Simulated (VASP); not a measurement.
# Tl (P6_3/mmc) in VASP: electric field gradients with r2SCAN

Aim: the electric field gradients of Tl with r2SCAN.

All numbers are computed with VASP 6.6.1; they aren't measurements. Logs are shortened: lines on timing, memory, paths and dates and some standing lists are left out, and cuts for length are marked.

## Step 1: The cell of the first run

It takes space group P6_3/mmc (No. 194, hexagonal). Conventional cell: a = 3.456 Å, b = 3.456 Å, c = 5.525 Å, α = 90.00°, β = 90.00°, γ = 120.00°. Within 4.5 Å of Tl (site symmetry -6m2) lie 12 Tl at 3.41 to 3.46 Å.

## Step 2: Electric field gradients, r2SCAN

File POSCAR:

```
Tl
1.0
    3.4559983565      0.0000000000      0.0000000000
   -1.7279991783      2.9929823722      0.0000000000
    0.0000000000      0.0000000000      5.5250000000
Tl
2
Direct
    0.3333333333      0.6666666667      0.2500000000
    0.6666666667      0.3333333333      0.7500000000
```

File INCAR.step1:

```
SYSTEM = Tl
  PREC = Accurate
  ENCUT = 520
  ISMEAR = -1
  SIGMA = 0.05
  LREAL = .FALSE.
  LASPH = .TRUE.
  NELM = 80
  NBANDS = 20
  GGA = PE
  ALGO = Normal
  EDIFF = 1E-4
  LWAVE = .TRUE.
  LCHARG = .FALSE.
```

File INCAR.step2:

```
SYSTEM = Tl
  PREC = Accurate
  ENCUT = 520
  EDIFF = 1E-8
  ISMEAR = -1
  SIGMA = 0.05
  LREAL = .FALSE.
  LASPH = .TRUE.
  NELM = 80
  ALGO = Normal
  ISIF = 2
  LWAVE = .FALSE.
  LCHARG = .FALSE.
  METAGGA = R2SCAN
  LMIXTAU = .TRUE.
  LEFG = .TRUE.
  NBANDS = 20
  ISTART = 1
```

File KPOINTS:

```
Automatic mesh
0
G
  11 11 6
  0 0 0
```

Potentials or basis: VASP PAW PBE potentials, release 64 (Tl_d).

Started as:

```
> cat potpaw_PBE.64/Tl_d/POTCAR > POTCAR
> cp INCAR.step1 INCAR
> mpirun -np 1 vasp_std > vasp.out
> cp INCAR.step2 INCAR
> mpirun -np 1 vasp_std > vasp.out
```

OUTCAR:

```text
SYSTEM = Tl
   PREC = Accurate
   ENCUT = 520
   EDIFF = 1E-8
   ISMEAR = -1
   LREAL = .FALSE.
   LASPH = .TRUE.
   NELM = 80
   ISIF = 2
   METAGGA = R2SCAN
   ISTART = 1

 ion  position               nearest neighbor table
   1  0.333  0.667  0.250-   2 3.41   2 3.41   2 3.41   2 3.41   2 3.41   2 3.41
   2  0.667  0.333  0.750-   1 3.41   1 3.41   1 3.41   1 3.41   1 3.41   1 3.41

  LATTYP: Found a hexagonal cell.
 ALAT       =     3.4559983565
 C/A-ratio  =     1.5986697417

  Lattice vectors:

 A1 = (   3.4559983565,   0.0000000000,   0.0000000000)
 A2 = (  -1.7279991783,   2.9929823722,   0.0000000000)
 A3 = (   0.0000000000,   0.0000000000,   5.5250000000)

Analysis of symmetry for initial positions (statically):
=====================================================================
 Subroutine PRICEL returns:
 Original cell was already a primitive cell.

 Routine SETGRP: Setting up the symmetry group for a
 hexagonal supercell.

 Subroutine GETGRP returns: Found 24 space group operations
 (whereof 12 operations were pure point group operations)
 out of a pool of 24 trial point group operations.

The static configuration has the point symmetry D_3d.
 The point group associated with its full space group is D_6h.

Analysis of symmetry for dynamics (positions and initial velocities):
=====================================================================
 Subroutine PRICEL returns:
 Original cell was already a primitive cell.

 Routine SETGRP: Setting up the symmetry group for a
 hexagonal supercell.

 Subroutine GETGRP returns: Found 24 space group operations
 (whereof 12 operations were pure point group operations)
 out of a pool of 24 trial point group operations.

The dynamic configuration has the point symmetry D_3d.
 The point group associated with its full space group is D_6h.

 Subroutine INISYM returns: Found 24 space group operations
 (whereof 12 operations are pure point group operations),
 and found     1 'primitive' translations

----------------------------------------------------------------------------------------

                                     Primitive cell

  volume of cell :      57.1492

  direct lattice vectors                    reciprocal lattice vectors
     3.455998356  0.000000000  0.000000000     0.289351989  0.167057449  0.000000000
    -1.727999178  2.992982372  0.000000000     0.000000000  0.334114898  0.000000000
     0.000000000  0.000000000  5.525000000     0.000000000  0.000000000  0.180995475

  length of vectors
     3.455998356  3.455998357  5.525000000     0.334114898  0.334114898  0.180995475

  position of ions in fractional coordinates (direct lattice)
     0.333333333  0.666666667  0.250000000
     0.666666667  0.333333333  0.750000000

  ion indices of the primitive-cell ions
   primitive index   ion index
                 1           1
                 2           2

----------------------------------------------------------------------------------------

 KPOINTS: Automatic mesh

Automatic generation of k-mesh.
 Grid dimensions read from file:
 generate k-points for:   11   11    6

 Generating k-lattice:

  Cartesian coordinates                     Fractional coordinates (reciprocal lattice)
     0.026304726  0.015187041  0.000000000     0.090909091  0.000000000  0.000000000
     0.000000000  0.030374082  0.000000000     0.000000000  0.090909091  0.000000000
     0.000000000  0.000000000  0.030165913     0.000000000  0.000000000  0.166666667

  Length of vectors
     0.030374082  0.030374082  0.030165913

  Shift w.r.t. Gamma in fractional coordinates (k-lattice)
     0.000000000  0.000000000  0.000000000

 Subroutine IBZKPT returns following result:
 ===========================================

 Found     64 irreducible k-points:

 Following reciprocal coordinates:
            Coordinates               Weight
  0.000000  0.000000  0.000000      1.000000
  0.090909  0.000000  0.000000      6.000000
  0.181818  0.000000  0.000000      6.000000
  0.272727  0.000000  0.000000      6.000000
  0.363636  0.000000  0.000000      6.000000
  0.454545  0.000000  0.000000      6.000000
[... 16 lines left out ...]
  0.090909  0.090909  0.166667     12.000000
  0.181818  0.090909  0.166667     24.000000
 [... further k-points ...]
   k-points           NKPTS =     64   k-points in BZ     NKDIM =     64   number of bands    NBANDS=     20
   number of dos      NEDOS =    301   number of ions     NIONS =      2
   total plane-waves  NPLWV =  32928
   dimension x,y,z NGX =    28 NGY =   28 NGZ =   42
   dimension x,y,z NGXF=    56 NGYF=   56 NGZF=   84
   ions per type =               2
   NGX,Y,Z   is equivalent  to a cutoff of  13.47, 13.47, 12.64 a.u.
   NGXF,Y,Z  is equivalent  to a cutoff of  26.94, 26.94, 25.28 a.u.
 SYSTEM =  Tl
   PREC   = accura    normal or accurate (medium, high low for compatibility)
   ISTART =      1    job   : 0-new  1-cont  2-samecut
   ICHARG =      0    charge: 1-file 2-atom 10-const
   ISPIN  =      1    spin polarized calculation?
   LNONCOLLINEAR =      F non collinear calculations
   LSORBIT =      F    spin-orbit coupling
   LASPH  =      T    aspherical Exc in radial PAW
   ENCUT  =  520.0 eV  38.22 Ry    6.18 a.u.   6.43  6.43 10.27*2*pi/ulx,y,z
   NELM   =     80;   NELMIN=  2; NELMDL=  0     # of ELM steps
   EDIFF  = 0.1E-07   stopping-criterion for ELM
   LREAL  =      F    real-space projection
   EDIFFG = 0.1E-06   stopping-criterion for IOM
   NSW    =      0    number of steps for IOM
   IBRION =     -1    ionic relax: 0-MD 1-quasi-New 2-CG
   NFREE  =      0    steps in history (QN), initial steepest desc. (CG)
   ISIF   =      2    stress and relaxation
   ISYM   =      2    0-nonsym 1-usesym 2-fastsym
   POTIM  = 0.5000    time-step for ionic-motion
   TEBEG  =    0.0;   TEEND  =   0.0 temperature during run
   PSTRESS=    0.0 pullay stress
   NELECT =      26.0000    total number of electrons
   NUPDOWN=      -1.0000    fix difference up-down
   EMIN   =  10.00;   EMAX   =-10.00  energy-range for DOS
   EFERMI =   0.00;   METHOD = LEGACY
   ISMEAR =    -1;   SIGMA  =   0.05  broadening in eV -4-tet -1-fermi 0-gaus
   EFERMI_NEDOS =   21; number of points for ismear=-14 and -15
   IALGO  =     38    algorithm
   IMIX   =      4    mixing-type and parameters
     AMIX     =   0.40;   BMIX     =  1.00
     AMIX_MAG =   1.60;   BMIX_MAG =  1.00
  volume/ion in A,a.u.               =      28.57       192.83
  Fermi-wavevector in a.u.,A,eV,Ry     =   1.259107  2.379367 21.570001  1.585350
  Thomas-Fermi vector in A             =   2.392683
   LORBIT       =      0    0 simple, 1 ext, 2 COOP (PROOUT), +10 PAW based schemes
   METAGGA = R2SCAN    functional components
   LHFCALC =     F    Hartree Fock is set to
   AEXX    =    0.0000 exact exchange contribution
   IVDW    =     0    specifies the selected vdW correction
   LEPSILON=     F    determine dielectric tensor
   LRPA    =     F    only Hartree local field effects (RPA)
 non-spin polarized calculation
  energy-cutoff  :      520.00
  volume of cell :       57.15
 maximum number of plane-waves:      1566
 NGX is ok and might be reduce to    28
   NGX = 13   NGY = 13   NGZ = 21

 number of electron      26.0000004 magnetization

 Free energy of the ion-electron system (eV)
  ---------------------------------------------------
  ext. energy  EPLUGINS =         0.00000000
  ---------------------------------------------------
  free energy    TOTEN  =      -106.34520422 eV

  energy without entropy =     -106.33594788  energy(sigma->0) =     -106.34057605

 E-fermi :   6.5381     XC(G=0): -10.8268

 val. band max:        6.5225405070   @ k =   0.4545   0.0909   0.1667
 cond. band min:       6.5400427155   @ k =   0.2727   0.1818   0.5000
 fundamental gap:      0.0175022085
 Fermi energy:         6.5381474876

 k-point     1 :       0.0000    0.0000    0.0000
  band No.  band energies     occupation
      1      -5.8284      2.00000
      2      -5.5988      2.00000
      3      -5.5818      2.00000
      4      -5.5818      2.00000
      5      -5.5268      2.00000
      6      -5.5268      2.00000
[... 12 lines left out ...]
     19      17.8556      0.00000
     20      17.9940      0.00000

 k-point     2 :       0.0909    0.0000    0.0000
  band No.  band energies     occupation
      1      -5.8013      2.00000
      2      -5.6337      2.00000
      3      -5.5454      2.00000
      4      -5.5406      2.00000
      5      -5.5258      2.00000
      6      -5.4928      2.00000
[... 498 lines left out ...]
 k-point    24 :       0.1818    0.0909    0.1667
  band No.  band energies     occupation
      1      -5.7692      2.00000
      2      -5.6656      2.00000
      3      -5.6150      2.00000
      4      -5.5482      2.00000
      5      -5.5253      2.00000
      6      -5.3960      2.00000
[... 12 lines left out ...]
     19      17.2255      0.00000
     20      18.1141      0.00000

 [... further k-points ...]
[... 5 lines left out ...]
  --------------------------------------------------------------------------------------
  -------------------------------------------------------------------------------------
  Total        0.6658203      0.6658203      0.6637842     -0.0000000      0.0000000      0.0000000
  in kB       18.6662737     18.6662737     18.6091937     -0.0000000      0.0000000      0.0000000
  external PRESSURE =      18.6472471 kB  Pullay stress =       0.0000000 kB

 VOLUME and BASIS-vectors are now :
 -----------------------------------------------------------------------------
  energy-cutoff  :      520.00
  volume of cell :       57.15
      direct lattice vectors                 reciprocal lattice vectors
     3.455998356  0.000000000  0.000000000     0.289351989  0.167057449  0.000000000
    -1.727999178  2.992982372  0.000000000     0.000000000  0.334114898  0.000000000
     0.000000000  0.000000000  5.525000000     0.000000000  0.000000000  0.180995475

 POSITION                                       TOTAL-FORCE (eV/Angst)
 -----------------------------------------------------------------------------------
     -0.00000      1.99532      1.38125        -0.000000      0.000000      0.000000
      1.72800      0.99766      4.14375         0.000000     -0.000000      0.000000
 -----------------------------------------------------------------------------------
    total drift:                                0.000000     -0.000000      0.000000

  FREE ENERGIE OF THE ION-ELECTRON SYSTEM (eV)
  ---------------------------------------------------
  free  energy   TOTEN  =      -106.3452042228 eV

  energy  without entropy=     -106.3359478813  energy(sigma->0) =     -106.34057605

 Electric field gradients (V/A^2)
---------------------------------------------------------------------
 ion       V_xx      V_yy      V_zz      V_xy      V_xz      V_yz
---------------------------------------------------------------------
   1      12.846    12.845   -25.691    -0.000     0.000    -0.000
   2      12.846    12.845   -25.691    -0.000    -0.000     0.000
---------------------------------------------------------------------

 Electric field gradients after diagonalization (V/A^2)
 (convention: |V_zz| > |V_xx| > |V_yy|)
----------------------------------------------------------------------
 ion       V_xx      V_yy      V_zz     asymmetry (V_yy - V_xx)/ V_zz
----------------------------------------------------------------------
   1      12.846    12.845   -25.691       0.000
   2      12.846    12.845   -25.691       0.000
----------------------------------------------------------------------

           NMR quadrupolar parameters

 Cq : quadrupolar parameter    Cq=e*Q*V_zz/h
 eta: asymmetry parameters     (V_yy - V_xx)/ V_zz
 Q  : nuclear electric quadrupole moment in mb (millibarn)
----------------------------------------------------------------------
 ion       Cq(MHz)       eta       Q (mb)
----------------------------------------------------------------------
   1      -0.062       0.000       1.000
   2      -0.062       0.000       1.000
----------------------------------------------------------------------
```

Run time: 9.9 min. Hardware: 1 thread of AMD EPYC 7R13, shared host; peak memory 0.19 GiB.

What came out:

```yaml
Free_energy: -106.3452 eV
Pressure: 1.9 GPa
Band_gap_on_the_k_mesh: zero (band 13 reaches 10.21 eV, above the bottom of band 14 at 4.38 eV)
```

Electric field gradients, principal values (V/Å²):
```tsv
atom	least	middle	greatest (by size)
1 Tl	12.845	12.846	-25.691
2 Tl	12.845	12.846	-25.691
```

Caveat: without QUAD_EFG the Cq values of the log hold for a quadrupole moment of 1 mb, not for the nuclei; the PAW data sets were made with another functional, which shifts forces and pressure a little; spin-orbit coupling is left out, which moves the levels of the heavy elements.
